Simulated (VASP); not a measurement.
# Ca8TeF15 (a cell with a defect) in VASP: single point with PBE

Aim: the single point of Ca8TeF15 (a cell with a defect) with PBE.

All numbers are computed with VASP 6.6.1; they aren't measurements. Logs are shortened: lines on timing, memory, paths and dates and some standing lists are left out, and cuts for length are marked.

**1. The cell of the first run**

The cell holds a defect, 24 atoms: a = 7.724 Å, b = 7.724 Å, c = 7.724 Å, α = 60.00°, β = 60.00°, γ = 60.00°.

**2. Single point, PBE, collinear spin**

INCAR

```
SYSTEM = Ca8TeF15
PREC     = Accurate       ! precision mode
ENCUT    = 520            ! plane-wave cutoff, eV
EDIFF    = 1E-6           ! SCF threshold, eV
ISMEAR   = -1             ! smearing method
SIGMA    = 0.01           ! smearing width, eV
LREAL    = Auto         
LASPH    = .True.         ! aspherical terms in the spheres
NELM     = 150            ! most SCF steps
ALGO     = Normal         ! electronic algorithm
ISIF     = 2              ! what is computed and relaxed
LWAVE    = .False.        ! write WAVECAR
LCHARG   = .False.        ! write CHGCAR
ISPIN    = 2              ! spin polarisation
MAGMOM   = 0 0 0 0 0 0 0 0 1 0 0 0 0 0 0 0 0 0 0 0 0 0 0 0 ! initial moments
LORBIT   = 11             ! projections on sites
GGA      = PE             ! functional
NBANDS   = 118            ! bands
```

KPOINTS

```
regular mesh
0
Gamma
  3 3 3
  0 0 0
```

POSCAR

```
Ca8TeF15
1.0
    0.0000000000      5.4620000000      5.4620000000
    5.4620000000      0.0000000000      5.4620000000
    5.4620000000      5.4620000000      0.0000000000
Ca Te F
8 1 15
Direct
   -0.0135213292     -0.0135213292     -0.0135213292
   -0.0135213292     -0.0135213292      0.5405639877
   -0.0135213292      0.5405639877     -0.0135213292
   -0.0026247593      0.5008749198      0.5008749198
    0.5405639877     -0.0135213292     -0.0135213292
    0.5008749198     -0.0026247593      0.5008749198
    0.5008749198      0.5008749198     -0.0026247593
    0.5008749198      0.5008749198      0.5008749198
    0.1250000000      0.1250000000      0.1250000000
    0.1208754088      0.1208754088      0.6291245912
    0.1208754088      0.6291245912      0.1208754088
    0.1208754088      0.6291245912      0.6291245912
    0.6291245912      0.1208754088      0.1208754088
    0.6291245912      0.1208754088      0.6291245912
    0.6291245912      0.6291245912      0.1208754088
    0.6250000000      0.6250000000      0.6250000000
    0.3750000000      0.3750000000      0.3750000000
    0.3882414347      0.3882414347      0.8617585653
    0.3882414347      0.8617585653      0.3882414347
    0.3882414347      0.8617585653      0.8617585653
    0.8617585653      0.3882414347      0.3882414347
    0.8617585653      0.3882414347      0.8617585653
    0.8617585653      0.8617585653      0.3882414347
    0.8750000000      0.8750000000      0.8750000000
```

Potentials or basis: VASP PAW PBE potentials, release 64 (Ca_sv, Te, F).

The run is started by

```sh
cat potpaw_PBE.64/Ca_sv/POTCAR potpaw_PBE.64/Te/POTCAR potpaw_PBE.64/F/POTCAR > POTCAR
mpirun -np 1 vasp_std > vasp.out
```

OUTCAR:

```text
SYSTEM = Ca8TeF15
   PREC = Accurate
   ENCUT = 520
   EDIFF = 1E-6
   ISMEAR = -1
   LREAL = Auto
   LASPH = .True.
   NELM = 150
   ISIF = 2
   ISPIN = 2
   LORBIT = 11
   GGA = PE

 ion  position               nearest neighbor table
   1  0.986  0.986  0.986-  24 2.11  11 2.26  13 2.26  10 2.26  22 2.54  23 2.54  20 2.54   9 2.62

   2  0.986  0.986  0.541-  24 2.11  10 2.26  14 2.26  12 2.26  21 2.54  19 2.54  23 2.54   9 2.62

   3  0.986  0.541  0.986-  24 2.11  11 2.26  15 2.26  12 2.26  21 2.54  18 2.54  22 2.54   9 2.62
[... 13 lines left out ...]
  11  0.121  0.629  0.121-   3 2.26   1 2.26   4 2.40   7 2.40
  12  0.121  0.629  0.629-   2 2.26   3 2.26   4 2.40   8 2.40
  13  0.629  0.121  0.121-   5 2.26   1 2.26   6 2.40   7 2.40
  14  0.629  0.121  0.629-   2 2.26   5 2.26   6 2.40   8 2.40
[... 8 lines left out ...]
  23  0.862  0.862  0.388-   4 2.28   6 2.28   1 2.54   2 2.54
  24  0.875  0.875  0.875-   2 2.11   3 2.11   5 2.11   1 2.11

  LATTYP: Found a face centered cubic cell.
 ALAT       =    10.9240000000

  Lattice vectors:

 A1 = (   0.0000000000,   5.4620000000,   5.4620000000)
 A2 = (   5.4620000000,   0.0000000000,   5.4620000000)
 A3 = (   5.4620000000,   5.4620000000,   0.0000000000)

Analysis of symmetry for initial positions (statically):
=====================================================================
 Subroutine PRICEL returns:
 Original cell was already a primitive cell.

 Routine SETGRP: Setting up the symmetry group for a
 face centered cubic supercell.

 Subroutine GETGRP returns: Found 24 space group operations
 (whereof  6 operations were pure point group operations)
 out of a pool of 48 trial point group operations.

The static configuration has the point symmetry C_3v.
 The point group associated with its full space group is T_d .

Analysis of symmetry for dynamics (positions and initial velocities):
=====================================================================
 Subroutine PRICEL returns:
 Original cell was already a primitive cell.

 Routine SETGRP: Setting up the symmetry group for a
 face centered cubic supercell.

 Subroutine GETGRP returns: Found 24 space group operations
 (whereof  6 operations were pure point group operations)
 out of a pool of 48 trial point group operations.

The dynamic configuration has the point symmetry C_3v.
 The point group associated with its full space group is T_d .

Analysis of structural, dynamic, and magnetic symmetry:
=====================================================================
 Subroutine PRICEL returns:
 Original cell was already a primitive cell.

 Routine SETGRP: Setting up the symmetry group for a
 face centered cubic supercell.

 Subroutine GETGRP returns: Found 24 space group operations
 (whereof  6 operations were pure point group operations)
 out of a pool of 48 trial point group operations.

The overall configuration has the point symmetry C_3v.
 The point group associated with its full space group is T_d .

 Subroutine INISYM returns: Found 24 space group operations
 (whereof  6 operations are pure point group operations),
 and found     1 'primitive' translations

----------------------------------------------------------------------------------------

                                     Primitive cell

  volume of cell :     325.9005

  direct lattice vectors                    reciprocal lattice vectors
     0.000000000  5.462000000  5.462000000    -0.091541560  0.091541560  0.091541560
     5.462000000  0.000000000  5.462000000     0.091541560 -0.091541560  0.091541560
     5.462000000  5.462000000  0.000000000     0.091541560  0.091541560 -0.091541560

  length of vectors
     7.724434478  7.724434478  7.724434478     0.158554633  0.158554633  0.158554633

  position of ions in fractional coordinates (direct lattice)
     0.986478671  0.986478671  0.986478671
     0.986478671  0.986478671  0.540563988
     0.986478671  0.540563988  0.986478671
     0.997375241  0.500874920  0.500874920
     0.540563988  0.986478671  0.986478671
     0.500874920  0.997375241  0.500874920
[... 16 lines left out ...]
     0.861758565  0.861758565  0.388241435
     0.875000000  0.875000000  0.875000000

  ion indices of the primitive-cell ions
   primitive index   ion index
                 1           1
                 2           2
                 3           3
                 4           4
                 5           5
                 6           6
[... 16 lines left out ...]
                23          23
                24          24

----------------------------------------------------------------------------------------

 KPOINTS: regular mesh

Automatic generation of k-mesh.
 Grid dimensions read from file:
 generate k-points for:    3    3    3

 Generating k-lattice:

  Cartesian coordinates                     Fractional coordinates (reciprocal lattice)
    -0.030513853  0.030513853  0.030513853     0.333333333  0.000000000  0.000000000
     0.030513853 -0.030513853  0.030513853     0.000000000  0.333333333  0.000000000
     0.030513853  0.030513853 -0.030513853     0.000000000  0.000000000  0.333333333

  Length of vectors
     0.052851544  0.052851544  0.052851544

  Shift w.r.t. Gamma in fractional coordinates (k-lattice)
     0.000000000  0.000000000  0.000000000

 Subroutine IBZKPT returns following result:
 ===========================================

 Found      4 irreducible k-points:

 Following reciprocal coordinates:
            Coordinates               Weight
  0.000000  0.000000  0.000000      1.000000
  0.333333  0.000000  0.000000      8.000000
  0.333333  0.333333  0.000000      6.000000
 -0.333333  0.333333  0.000000     12.000000
   k-points           NKPTS =      4   k-points in BZ     NKDIM =      4   number of bands    NBANDS=    118
   number of dos      NEDOS =    301   number of ions     NIONS =     24
   total plane-waves  NPLWV = 216000
   dimension x,y,z NGX =    60 NGY =   60 NGZ =   60
   dimension x,y,z NGXF=   120 NGYF=  120 NGZF=  120
   ions per type =               8   1  15
   NGX,Y,Z   is equivalent  to a cutoff of  12.91, 12.91, 12.91 a.u.
   NGXF,Y,Z  is equivalent  to a cutoff of  25.83, 25.83, 25.83 a.u.
 SYSTEM =  Ca8TeF15
   PREC   = accura    normal or accurate (medium, high low for compatibility)
   ISTART =      0    job   : 0-new  1-cont  2-samecut
   ICHARG =      2    charge: 1-file 2-atom 10-const
   ISPIN  =      2    spin polarized calculation?
   LNONCOLLINEAR =      F non collinear calculations
   LSORBIT =      F    spin-orbit coupling
   LASPH  =      T    aspherical Exc in radial PAW
   ENCUT  =  520.0 eV  38.22 Ry    6.18 a.u.  14.36 14.36 14.36*2*pi/ulx,y,z
   NELM   =    150;   NELMIN=  2; NELMDL= -5     # of ELM steps
   EDIFF  = 0.1E-05   stopping-criterion for ELM
   LREAL  =      T    real-space projection
   EDIFFG = 0.1E-04   stopping-criterion for IOM
   NSW    =      0    number of steps for IOM
[... 5 lines left out ...]
   TEBEG  =    0.0;   TEEND  =   0.0 temperature during run
   PSTRESS=    0.0 pullay stress
   NELECT =     191.0000    total number of electrons
   NUPDOWN=      -1.0000    fix difference up-down
   EMIN   =  10.00;   EMAX   =-10.00  energy-range for DOS
   EFERMI =   0.00;   METHOD = LEGACY
   ISMEAR =    -1;   SIGMA  =   0.01  broadening in eV -4-tet -1-fermi 0-gaus
   EFERMI_NEDOS =   21; number of points for ismear=-14 and -15
   IALGO  =     38    algorithm
   IMIX   =      4    mixing-type and parameters
     AMIX     =   0.40;   BMIX     =  1.00
     AMIX_MAG =   1.60;   BMIX_MAG =  1.00
  volume/ion in A,a.u.               =      13.58        91.64
  Fermi-wavevector in a.u.,A,eV,Ry     =   1.370012  2.588947 25.537209  1.876932
  Thomas-Fermi vector in A             =   2.495836
   LORBIT       =     11    0 simple, 1 ext, 2 COOP (PROOUT), +10 PAW based schemes
   GGA     = PE    functional components
   LHFCALC =     F    Hartree Fock is set to
   AEXX    =    0.0000 exact exchange contribution
   IVDW    =     0    specifies the selected vdW correction
   LEPSILON=     F    determine dielectric tensor
   LRPA    =     F    only Hartree local field effects (RPA)
 spin polarized calculation
  energy-cutoff  :      520.00
  volume of cell :      325.90
 maximum number of plane-waves:      8801
 NGX is ok and might be reduce to    60
   NGX = 29   NGY = 29   NGZ = 29

 number of electron     191.0000027 magnetization       1.0000000

 Free energy of the ion-electron system (eV)
  ---------------------------------------------------
  ext. energy  EPLUGINS =         0.00000000
  ---------------------------------------------------
  free energy    TOTEN  =      -127.95203229 eV

  energy without entropy =     -127.94155665  energy(sigma->0) =     -127.94679447

 E-fermi :   2.9313     XC(G=0):  -9.9322

 val. band max:        2.9309879723   @ k =   0.3333   0.0000   0.0000
 cond. band min:       2.9526632399   @ k =   0.3333   0.3333   0.0000
 fundamental gap:      0.0216752676
 Fermi energy:         2.9313380616

 spin component 1

 k-point     1 :       0.0000    0.0000    0.0000
  band No.  band energies     occupation
      1     -36.2398      1.00000
      2     -36.1801      1.00000
      3     -36.1801      1.00000
      4     -36.1801      1.00000
      5     -35.9001      1.00000
      6     -35.8767      1.00000
[... 429 lines left out ...]
    106       8.9237      0.00000
    107       8.9619      0.00000
 Fermi energy:         2.9313380616

 spin component 2

 k-point     1 :       0.0000    0.0000    0.0000
  band No.  band energies     occupation
      1     -36.2243      1.00000
      2     -36.1648      1.00000
      3     -36.1648      1.00000
      4     -36.1648      1.00000
      5     -35.8996      1.00000
      6     -35.8763      1.00000
[... 429 lines left out ...]
    106       8.9701      0.00000
    107       9.0227      0.00000
 [bands above 107 left out]

------------------------ aborting loop because EDIFF is reached ----------------------------------------

  FORCE on cell =-STRESS in cart. coord.  units (eV):
  Direction    XX          YY          ZZ          XY          YZ          ZX
  --------------------------------------------------------------------------------------
  -------------------------------------------------------------------------------------
  Total       28.7081861     28.7081861     28.7081861     -0.0000000     -0.0000000     -0.0000000
  in kB      141.1338704    141.1338704    141.1338704     -0.0000000     -0.0000000     -0.0000000
  external PRESSURE =     141.1338704 kB  Pullay stress =       0.0000000 kB

 VOLUME and BASIS-vectors are now :
 -----------------------------------------------------------------------------
  energy-cutoff  :      520.00
  volume of cell :      325.90
      direct lattice vectors                 reciprocal lattice vectors
     0.000000000  5.462000000  5.462000000    -0.091541560  0.091541560  0.091541560
     5.462000000  0.000000000  5.462000000     0.091541560 -0.091541560  0.091541560
     5.462000000  5.462000000  0.000000000     0.091541560  0.091541560 -0.091541560

 POSITION                                       TOTAL-FORCE (eV/Angst)
 -----------------------------------------------------------------------------------
     10.77629     10.77629     10.77629         0.043976      0.043976      0.043976
      8.34071      8.34071     10.77629        -0.043976     -0.043976      0.043976
      8.34071     10.77629      8.34071        -0.043976      0.043976     -0.043976
      5.47156      8.18344      8.18344        -0.021083      0.021083      0.021083
     10.77629      8.34071      8.34071         0.043976     -0.043976     -0.043976
      8.18344      5.47156      8.18344         0.021083     -0.021083      0.021083
[... 16 lines left out ...]
      6.82750      6.82750      9.41385        -0.000000     -0.000000      0.023426
      9.55850      9.55850      9.55850        -0.000000     -0.000000     -0.000000
 -----------------------------------------------------------------------------------
    total drift:                               -0.000001     -0.000001     -0.000001

  FREE ENERGIE OF THE ION-ELECTRON SYSTEM (eV)
  ---------------------------------------------------
  free  energy   TOTEN  =      -127.9520322946 eV

  energy  without entropy=     -127.9415566504  energy(sigma->0) =     -127.94679447

 total charge

# of ion       s       p       d       tot
------------------------------------------
    1        2.041   5.891   0.320   8.252
    2        2.041   5.891   0.320   8.252
    3        2.041   5.891   0.320   8.252
    4        2.024   5.875   0.232   8.130
    5        2.041   5.891   0.320   8.252
    6        2.024   5.875   0.232   8.130
[... 16 lines left out ...]
   23        1.737   4.380   0.000   6.118
   24        1.747   4.461   0.000   6.208
--------------------------------------------------
tot         43.717 115.275   2.226 161.218

 magnetization (x)

# of ion       s       p       d       tot
------------------------------------------
    1        0.002   0.005   0.011   0.018
    2        0.002   0.005   0.011   0.018
    3        0.002   0.005   0.011   0.018
    4       -0.000   0.000   0.000   0.000
    5        0.002   0.005   0.011   0.018
    6       -0.000   0.000   0.000   0.000
[... 16 lines left out ...]
   23        0.001   0.024   0.000   0.025
   24       -0.000   0.009   0.000   0.009
--------------------------------------------------
tot          0.021   0.609   0.046   0.676
```

It took 14 min on 1 thread of Intel Xeon Platinum 8259CL at 2.50GHz (Skylake/Cascade Lake), shared host; peak memory 0.76 GiB.

What came out:

```yaml
Free_energy: -127.9520 eV
Pressure: 14.1 GPa
Largest_force: 0.076 eV/Å
Band_gap_on_the_k_mesh: zero (filled and empty bands overlap)
Net_moment: 1.00 μB per cell
Site_moments: Ca +0.02, +0.00 (each value once); Te +0.43; F +0.00, +0.01, +0.03 (each value once) μB
Valence_electrons_inside_the_program's_atomic_spheres: Ca 8.25, 8.13 (each value once); Te 3.72; F 6.13, 6.12, 6.21 (each value once)
```

Forces on the atoms (eV/Å):
```
Ca   0.044  0.044  0.044
Ca  -0.044 -0.044  0.044
Ca  -0.044  0.044 -0.044
Ca  -0.021  0.021  0.021
Ca   0.044 -0.044 -0.044
Ca   0.021 -0.021  0.021
Ca   0.021  0.021 -0.021
Ca  -0.021 -0.021 -0.021
Te   0.000  0.000  0.000
F    0.000  0.000  0.022
F    0.000  0.022  0.000
F   -0.022  0.000  0.000
F    0.022  0.000  0.000
F    0.000 -0.022  0.000
F    0.000  0.000 -0.022
F    0.000  0.000  0.000
F    0.000  0.000  0.000
F    0.000  0.000 -0.023
F    0.000 -0.023  0.000
F    0.023  0.000  0.000
F   -0.023  0.000  0.000
F    0.000  0.023  0.000
F    0.000  0.000  0.023
F    0.000  0.000  0.000
```

Caveat: spin-orbit coupling is left out, which moves the levels of the heavy elements.

The gap in the log of VASP goes by the Fermi energy; the results here count the filled bands.